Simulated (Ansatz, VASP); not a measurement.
# Two plane-wave programs on TaN

```
CELL_PARAMETERS angstrom
2.18784 -2.18784 0.00000
2.18784 0.00000 -2.18784
9.04005 9.04005 9.04005
ATOMIC_POSITIONS crystal
Ta 0.66667 0.66667 0.28235
Ta 0.00000 0.00000 0.12101
Ta 0.33333 0.33333 0.44370
Ta 0.66667 0.66667 0.76639
Ta 0.00000 0.00000 0.60504
Ta 0.33333 0.33333 0.92773
N 0.00000 0.00000 0.36303
N 0.33333 0.33333 0.20168
N 0.66667 0.66667 0.52437
N 0.00000 0.00000 0.84706
N 0.33333 0.33333 0.68571
N 0.66667 0.66667 0.04034
```

Alike in both runs: task single point; functional PBEsol; k mesh 22 × 22 × 4; occupations gaussian, width 0.15 eV; no spin polarisation.

|  | VASP | Ansatz |
| --- | --- | --- |
| version | VASP 6.6.1 | Ansatz 0.2.0 |
| potentials or method | VASP PAW PBE potentials, release 64 (Ta_pv, N), cutoff 520 eV | scalar-relativistic, plane waves, PAW |
| valence electrons in the cell | 96 | 108 |

Ansatz gave:

- gap on the k mesh at the Fermi level (eV): none
- pressure (GPa): -6.8
- traceless stress, the component that is largest in VASP (GPa): -1.40
- rms of the force components (eV/Å): 0.390

**Question.** What did VASP give for the same quantities?

**Answer.** gap on the k mesh at the Fermi level (eV): none; pressure (GPa): -5.9; traceless stress, the component that is largest in VASP (GPa): -1.41; rms of the force components (eV/Å): 0.396.

VASP's potentials were made for PBE, not for PBEsol. Atom by atom the forces differ by 0.006 eV/Å (rms over components). A gap of «none» marks a metal or a gap that the smearing closes. VASP's potentials hold 96 valence electrons a cell and Ansatz's 108, so a difference there can come from the potentials and not from the codes.

Spin-orbit coupling is off throughout.
